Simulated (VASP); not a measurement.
Li2Zr2O3:

```
Li Zr O
1.0
    -2.37538    2.37538    4.07545
     2.37538   -2.37538    4.07545
     2.37538    2.37538   -4.07545
Li Zr O
2 2 3
Cartesian
  0.0000 2.3754 2.0377
  2.3754 0.0000 2.0377
  0.0000 2.3754 0.0000
  2.3754 0.0000 0.0000
  0.0000 0.0000 4.0754
  0.0000 0.0000 7.1458
  0.0000 0.0000 1.0051
```

* Program: VASP 6.6.1
* Task: relaxation of cell and atoms
* Functional: PBE
* Potentials or basis: VASP PAW PBE potentials, release 64 (Li_sv, Zr_sv, O)
* Cutoff: 600 eV
* k mesh: 4 × 4 × 4
* Occupations: gaussian, width 0.15 eV
* Spin: no spin polarisation

At the start: pressure 0.9 GPa; volume 13.14 Å³/atom.

Question: Where does the relaxation end?

Answer: Over 11 steps the energy falls by 1497.3 meV/atom and the volume is 13.72 Å³/atom (+4.4 %); space group I4/mmm (No. 139, to 0.05 Å).

The path:
```csv
step,energy change (eV),largest force (eV/Å),pressure (GPa),volume (Å³)
1,0.0000,3.5731,0.93,91.98
2,-9.5370,1.0186,10.64,86.31
3,-9.9834,1.1867,3.52,88.15
4,-9.9759,1.1862,4.07,87.99
5,-10.1437,1.2113,-0.38,92.00
6,-10.2024,1.2016,-4.01,95.76
7,-10.3306,0.9376,-2.74,95.54
8,-10.4756,0.1283,0.83,95.03
9,-10.4766,0.0166,1.29,94.97
10,-10.4766,0.0501,1.16,94.99
11,-10.4809,0.0431,-0.06,96.02
```

Final structure:
```yaml
crystal:
  lattice:
    - [-2.09005, 2.09005, 5.49509]
    - [2.09005, -2.09005, 5.49509]
    - [2.09005, 2.09005, -5.49509]
  atoms:
    - { symbol: Li, position: [0.75000, 0.25000, 0.50000] }
    - { symbol: Li, position: [0.25000, 0.75000, 0.50000] }
    - { symbol: Zr, position: [0.50000, 0.00000, 0.50000] }
    - { symbol: Zr, position: [0.00000, 0.50000, 0.50000] }
    - { symbol: O, position: [0.50000, 0.50000, 0.00000] }
    - { symbol: O, position: [0.88713, 0.88713, 0.00000] }
    - { symbol: O, position: [0.11287, 0.11287, 0.00000] }
```

Caveat: the k points lie up to 0.53 Å⁻¹ apart in the final cell; the cutoff is under 1.25 times the usual one of these potentials, so pressure, stress and relaxed cells hold a basis-set (Pulay) error; the relaxation stopped at a loose force limit of 0.08 eV/Å, so its end isn't a converged minimum.
